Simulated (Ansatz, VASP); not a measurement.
## BP in VASP and in Ansatz

```
B P
1.0
     0.00000    2.19431    2.19431
     2.19431    0.00000    2.19431
     2.19431    2.19431    0.00000
B P
1 1
Direct
  0.00000 0.00000 0.00000
  0.75000 0.75000 0.75000
```

Alike in both runs: task single point; functional PBE; k mesh 8 × 8 × 8; occupations gaussian, width 0.1 eV; no spin polarisation.

|  | VASP | Ansatz |
| --- | --- | --- |
| version | VASP 6.6.1 | Ansatz 0.2.0 |
| potentials or method | VASP PAW PBE potentials, release 64 (B, P), cutoff 500 eV | scalar-relativistic, plane waves, PAW |
| valence electrons in the cell | 8 | 8 |

|  | VASP | Ansatz | Ansatz less VASP |
| --- | --- | --- | --- |
| gap on the k mesh at the Fermi level (eV) | 1.12 | 1.13 | +0.006 |
| least direct gap on the mesh (eV) | 3.57 | 3.58 | +0.005 |
| pressure (GPa) | 21.0 | 21.3 | +0.34 |
